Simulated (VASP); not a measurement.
# Al9H in VASP: further runs

The runs below take Al9H through single point, with PBE.

Everything below comes from runs of VASP 6.6.1. Logs are shortened: lines on timing, memory, paths and dates and some standing lists are left out, and cuts for length are marked.

### Step 1. The cell of the first run

The cell holds a slab with vacuum, 20 atoms: a = 5.709 Å, b = 9.808 Å, c = 22.790 Å, α = 90.00°, β = 90.00°, γ = 98.37°.

### Step 2. Single point, PBE

The input, INCAR:

```
SYSTEM = Al9H
  ALGO = Normal
  DIPOL = 0.5 0.5 0.299
  EDIFF = 1E-7
  ENCUT = 520
  GGA = PE
  IDIPOL = 3
  ISIF = 2
  ISMEAR = 0
  LASPH = .True.
  LCHARG = .True.
  LDIPOL = .True.
  LELF = .True.
  LREAL = Auto
  LVACPOTAV = .True.
  LVHAR = .True.
  LWAVE = .False.
  NBANDS = 44
  NELM = 100
  PREC = Accurate
  SIGMA = 0.1
```

The input, KPOINTS:

```
k-points
0
Gamma
  5 3 1
  0 0 0
```

The input, POSCAR:

```
Al9H
1.0
    5.7086446660      0.0000000000      0.0000000000
   -1.4271611665      9.7033329366      0.0000000000
    0.0000000000      0.0000000000     22.7902708839
Al H
18 2
Direct
    0.2662242802      0.0648971207      0.1755134908
    0.7662242802      0.0648971207      0.1755134908
    0.3354843969      0.3419375876      0.2192156219
    0.8354843969      0.3419375876      0.2192156219
    0.1493364202      0.5973456810      0.2279560482
    0.6493364202      0.5973456810      0.2279560482
    0.4631884436      0.8527537744      0.2366964744
    0.9631884436      0.8527537744      0.2366964744
    0.0319869115      0.1277383811      0.2808269846
    0.5319869115      0.1277383811      0.2808269846
    0.0997952748      0.4042696946      0.3301089530
    0.5997952748      0.4042696946      0.3301089530
    0.4144272444      0.6597110304      0.3369829646
    0.9144272444      0.6597110304      0.3369829646
    0.2263180843      0.9111292163      0.3449343063
    0.7263180843      0.9111292163      0.3449343063
    0.2962616061      0.1814597108      0.3857027821
    0.7962616061      0.1814597108      0.3857027821
    0.6062804321      0.3915457330      0.4475712876
    0.6062804321      0.4578200255      0.4475712876
```

Potentials or basis: VASP PAW PBE potentials, release 64 (Al, H).

The run is started by

```bash
cat potpaw_PBE.64/Al/POTCAR potpaw_PBE.64/H/POTCAR > POTCAR
mpirun -np 1 vasp_std > vasp.out
```

OUTCAR:

```text
SYSTEM = Al9H
   EDIFF = 1E-7
   ENCUT = 520
   GGA = PE
   ISIF = 2
   ISMEAR = 0
   LASPH = .True.
   LREAL = Auto
   NELM = 100
   PREC = Accurate

 ion  position               nearest neighbor table
   1  0.266  0.065  0.176-   2 2.85   2 2.85   9 2.86  10 2.86   3 2.87   7 2.87   8 2.87
   2  0.766  0.065  0.176-   1 2.85   1 2.85  10 2.86   9 2.86   4 2.87   8 2.87   7 2.87
   3  0.335  0.342  0.219-   4 2.85   4 2.85   1 2.87   6 2.87   5 2.87   9 2.89  10 2.89  12 2.96
                            11 2.97
   4  0.835  0.342  0.219-   3 2.85   3 2.85   2 2.87   5 2.87   6 2.87  10 2.89   9 2.89  11 2.96
                            12 2.97
   5  0.149  0.597  0.228-   6 2.85   6 2.85   8 2.87   4 2.87   7 2.87   3 2.87  13 2.93  14 2.93
                            11 2.99
   6  0.649  0.597  0.228-   5 2.85   5 2.85   7 2.87   3 2.87   8 2.87   4 2.87  14 2.93  13 2.93
                            12 2.99
   7  0.463  0.853  0.237-  10 2.85   8 2.85   8 2.85   6 2.87   5 2.87   1 2.87   2 2.87  16 2.90
                            15 2.91  13 2.96
   8  0.963  0.853  0.237-   9 2.85   7 2.85   7 2.85   5 2.87   6 2.87   2 2.87   1 2.87  15 2.90
                            16 2.91  14 2.96
   9  0.032  0.128  0.281-  18 2.83  17 2.83   8 2.85  10 2.85  10 2.85   1 2.86   2 2.86   3 2.89
                             4 2.89  11 2.91  15 2.93  16 2.93
  10  0.532  0.128  0.281-  17 2.83  18 2.83   7 2.85   9 2.85   9 2.85   2 2.86   1 2.86   4 2.89
                             3 2.89  12 2.91  16 2.93  15 2.93
  11  0.100  0.404  0.330-  12 2.85  12 2.85  14 2.86  13 2.87  18 2.88  17 2.89   9 2.91   4 2.96
                             3 2.97   5 2.99
  12  0.600  0.404  0.330-  11 2.85  11 2.85  13 2.86  14 2.87  17 2.88  18 2.89  10 2.91   3 2.96
                             4 2.97   6 2.99
  13  0.414  0.660  0.337-  16 2.83  15 2.83  14 2.85  14 2.85  12 2.86  11 2.87   5 2.93   6 2.93
                             7 2.96
  14  0.914  0.660  0.337-  15 2.83  16 2.83  13 2.85  13 2.85  11 2.86  12 2.87   6 2.93   5 2.93
                             8 2.96
  15  0.226  0.911  0.345-  17 2.78  14 2.83  13 2.83  16 2.85  16 2.85   8 2.90   7 2.91   9 2.93
                            10 2.93
  16  0.726  0.911  0.345-  18 2.78  13 2.83  14 2.83  15 2.85  15 2.85   7 2.90   8 2.91  10 2.93
                             9 2.93
  17  0.296  0.181  0.386-  15 2.78  10 2.83   9 2.83  18 2.85  18 2.85  12 2.88  11 2.89
  18  0.796  0.181  0.386-  16 2.78   9 2.83  10 2.83  17 2.85  17 2.85  11 2.88  12 2.89
  19  0.606  0.392  0.448-  20 0.65
  20  0.606  0.458  0.448-  19 0.65

  LATTYP: Found a simple monoclinic cell.
 ALAT       =     5.7086446660
 B/A-ratio  =     3.9922384764
 C/A-ratio  =     1.7180478088
 COS(beta)  =    -0.1455139949

  Lattice vectors:

 A1 = (   5.7086446660,   0.0000000000,   0.0000000000)
 A2 = (   0.0000000000,   0.0000000000, -22.7902708839)
 A3 = (  -1.4271611665,   9.7033329366,   0.0000000000)

[... 162 lines left out ...]
   IALGO  =     38    algorithm
   IMIX   =      4    mixing-type and parameters
     AMIX     =   0.40;   BMIX     =  1.00
     AMIX_MAG =   1.60;   BMIX_MAG =  1.00
  volume/ion in A,a.u.               =      63.12       425.96
  Fermi-wavevector in a.u.,A,eV,Ry     =   0.579522  1.095137  4.569454  0.335845
  Thomas-Fermi vector in A             =   1.623262
   LORBIT       =      0    0 simple, 1 ext, 2 COOP (PROOUT), +10 PAW based schemes
   GGA     = PE    functional components
   LHFCALC =     F    Hartree Fock is set to
   AEXX    =    0.0000 exact exchange contribution
   IVDW    =     0    specifies the selected vdW correction
   LEPSILON=     F    determine dielectric tensor
   LRPA    =     F    only Hartree local field effects (RPA)
 non-spin polarized calculation
 Gauss-broadening in eV      SIGMA  =   0.10
  energy-cutoff  :      520.00
  volume of cell :     1262.42
 maximum number of plane-waves:     34026
   NGX = 21   NGY = 37   NGZ = 85

 dipolmoment           0.000000      0.000000      0.066280 electrons x Angstroem

 number of electron      56.0000000 magnetization

 dipolmoment           0.000000      0.000000     -0.021538 electrons x Angstroem

 Free energy of the ion-electron system (eV)
  ---------------------------------------------------
  ext. energy  EPLUGINS =         0.00000000
  ---------------------------------------------------
  free energy    TOTEN  =       -67.59703226 eV

  energy without entropy =      -67.54898104  energy(sigma->0) =      -67.57300665

 E-fermi :  -1.1830     XC(G=0):  -3.3617

 val. band max:       -1.2038253825   @ k =   0.0000   0.3333   0.0000
 cond. band min:      -1.1676877714   @ k =   0.2000   0.0000   0.0000
 fundamental gap:      0.0361376111
 Fermi energy:        -1.1829720924

 k-point     1 :       0.0000    0.0000    0.0000
  band No.  band energies     occupation
      1     -11.2554      2.00000
      2      -9.7076      2.00000
      3      -9.6627      2.00000
      4      -9.1263      2.00000
      5      -8.5244      2.00000
      6      -7.1474      2.00000
[... 333 lines left out ...]
     39       0.9259      0.00000
     40       1.0541      0.00000
 [bands above 40 left out]

------------------------ aborting loop because EDIFF is reached ----------------------------------------

  FORCE on cell =-STRESS in cart. coord.  units (eV):
  Direction    XX          YY          ZZ          XY          YZ          ZX
  --------------------------------------------------------------------------------------
  -------------------------------------------------------------------------------------
  Total      -11.9617228     -9.0004102      0.9986936     -0.3441160      0.0351750      0.0291415
  in kB      -15.1810177    -11.4227180      1.2674751     -0.4367290      0.0446417      0.0369844
  external PRESSURE =      -8.4454202 kB  Pullay stress =       0.0000000 kB

 VOLUME and BASIS-vectors are now :
 -----------------------------------------------------------------------------
  energy-cutoff  :      520.00
  volume of cell :     1262.42
      direct lattice vectors                 reciprocal lattice vectors
     5.708644666  0.000000000  0.000000000     0.175172928  0.025764343  0.000000000
    -1.427161166  9.703332937  0.000000000     0.000000000  0.103057373  0.000000000
     0.000000000  0.000000000 22.790270884     0.000000000  0.000000000  0.043878373

 POSITION                                       TOTAL-FORCE (eV/Angst)
 -----------------------------------------------------------------------------------
      1.42716      0.62972      4.00000        -0.018626      0.135302      0.024565
      4.28148      0.62972      4.00000         0.005389      0.143913      0.021486
      1.42716      3.31793      4.99598         0.021762      0.036880      0.055434
      4.28148      3.31793      4.99598        -0.010393      0.033372      0.047274
     -0.00000      5.79624      5.19518         0.001118     -0.095076      0.039268
      2.85432      5.79624      5.19518        -0.006102     -0.092854      0.018952
[... 12 lines left out ...]
      2.90224      3.79930     10.20027         0.729744     -4.874202      0.243193
      2.80766      4.44238     10.20027        -0.727259      5.122471      0.229741
 -----------------------------------------------------------------------------------
    total drift:                               -0.005393     -0.032177     -0.004211

  FREE ENERGIE OF THE ION-ELECTRON SYSTEM (eV)
  ---------------------------------------------------
  free  energy   TOTEN  =       -67.5970322614 eV

  energy  without entropy=      -67.5489810381  energy(sigma->0) =      -67.57300665

 vacuum level on the upper side and lower side of the slab         2.931         3.002
```

It took 31 min on 1 thread of Intel Xeon 8259CL, shared host; peak memory 1.2 GiB.

What came out:

- Free energy: -67.5970 eV
- Largest force: 5.179 eV/Å
- Band gap on the k mesh: zero (bands 28 and 29 overlap by 0.73 eV)

Forces on the atoms (eV/Å):
```
Al  -0.019  0.135  0.025
Al   0.005  0.144  0.021
Al   0.022  0.037  0.055
Al  -0.010  0.033  0.047
Al   0.001 -0.095  0.039
Al  -0.006 -0.093  0.019
Al   0.000 -0.093 -0.133
Al   0.005 -0.086 -0.119
Al  -0.002  0.014  0.005
Al  -0.001  0.015 -0.022
Al   0.011 -0.017  0.003
Al  -0.003 -0.034 -0.207
Al  -0.009 -0.030 -0.024
Al  -0.003 -0.025 -0.028
Al   0.003  0.013 -0.009
Al  -0.005  0.022 -0.003
Al  -0.016 -0.089 -0.071
Al   0.024 -0.099 -0.073
H    0.730 -4.874  0.243
H   -0.727  5.122  0.230
```

### Step 3. Single point, PBE

The input, INCAR:

```
  PREC = Accurate
  ENCUT = 520
  EDIFF = 1E-6
  ISMEAR = 0
  SIGMA = 0.1
  LREAL = Auto
  LASPH = True
  NELM = 80
  ALGO = Normal
  ISIF = 2
  LWAVE = False
  LCHARG = True
  LDIPOL = True
  IDIPOL = 3
  DIPOL = 0.5 0.5 0.301
  GGA = PE
  LELF = True
  LVHAR = True
  LVACPOTAV = True
  NBANDS = 44
```

The input, KPOINTS:

```
Automatic mesh
0
Gamma
  5 3 1
```

Edit POSCAR of step 2 so:

```diff
@@ -26,3 +26,3 @@
     0.7962616061      0.1814597108      0.3857027821
-    0.6062804321      0.3915457330      0.4475712876
-    0.6062804321      0.4578200255      0.4475712876
+    0.6062804321      0.3915457330      0.4756534461
+    0.6062804321      0.4578200255      0.4756534461
```

Potentials or basis: VASP PAW PBE potentials, release 64 (Al, H).

The run is started by

```bash
cat potpaw_PBE.64/Al/POTCAR potpaw_PBE.64/H/POTCAR > POTCAR
mpirun -np 1 vasp_std > vasp.out
```

It took 24 min on 1 thread of Intel Xeon 8259CL, shared host; peak memory 1.2 GiB.

Results (log left out):

```
Free energy            : -67.7699 eV
Largest force          : 4.982 eV/Å
Band gap on the k mesh : zero (bands 28 and 29 overlap by 0.73 eV)
```

Forces in eV/Å, atoms in the order of the input:
```
Al  -0.007  0.147  0.029
Al  -0.006  0.148  0.029
Al   0.015  0.037  0.065
Al  -0.004  0.036  0.062
Al   0.000 -0.080  0.034
Al  -0.004 -0.083  0.028
Al   0.001 -0.097 -0.124
Al   0.003 -0.094 -0.120
Al   0.000  0.009  0.000
Al   0.000  0.008 -0.013
Al   0.006 -0.013  0.003
Al   0.001 -0.020 -0.047
Al  -0.004 -0.017 -0.006
Al  -0.005 -0.015 -0.007
Al   0.000  0.003 -0.003
Al  -0.003  0.007 -0.001
Al   0.000 -0.027 -0.027
Al   0.006 -0.031 -0.027
H    0.717 -4.849  0.054
H   -0.716  4.930  0.070
```

Levels at points of the mesh, in eV from the Fermi level:
| k point | band 25 | band 26 | band 27 | band 28 | band 29 | band 30 | band 31 | band 32 |
| --- | --- | --- | --- | --- | --- | --- | --- | --- |
| (0.00, 0.00, 0.00) | -1.11 | -1.08 | -0.94 | -0.62 | -0.58 | -0.27 | 0.11 | 0.94 |

[end of part 1 of 2]

The gap in the log of VASP goes by the Fermi energy; the results here count the filled bands.